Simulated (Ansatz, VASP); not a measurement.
**One calculation of RbCaH3, two programs**

```
CELL_PARAMETERS angstrom
4.66068 0.00000 0.00000
0.00000 4.66068 0.00000
0.00000 0.00000 4.54700
ATOMIC_POSITIONS crystal
Rb 0.00000 0.00000 0.00000
Ca 0.50000 0.50000 0.50000
H 0.00000 0.50000 0.50000
H 0.50000 0.00000 0.50000
H 0.50000 0.50000 0.00000
```

Change from the starting cell: strain +0.0250 x Voigt [1, 1, 0, 0, 0, 0], atoms carried along.

Alike in both runs: task single point; functional LDA; k mesh 6 × 6 × 6; occupations gaussian, width 0.05 eV; no spin polarisation.

```csv
,VASP,Ansatz
version,VASP 6.6.1,Ansatz 0.2.0
potentials or method,"VASP PAW LDA potentials, release 64 (Rb_sv, Ca_sv, H), cutoff 520 eV","scalar-relativistic, plane waves, PAW"
valence electrons in the cell,22,22
```

Ansatz gave:

| Item | Value |
| --- | --- |
| gap on the k mesh at the Fermi level (eV) | 2.94 |
| least direct gap on the mesh (eV) | 2.95 |
| pressure (GPa) | -3.3 |
| traceless stress, the component that is largest in VASP (GPa) | 0.55 |

Question: Which values does VASP return?

Answer: gap on the k mesh at the Fermi level (eV): 2.94; least direct gap on the mesh (eV): 2.94; pressure (GPa): -3.2; traceless stress, the component that is largest in VASP (GPa): 0.55.

LDA's correlation is that of Perdew and Zunger in VASP and of Perdew and Wang (1992) in Ansatz.
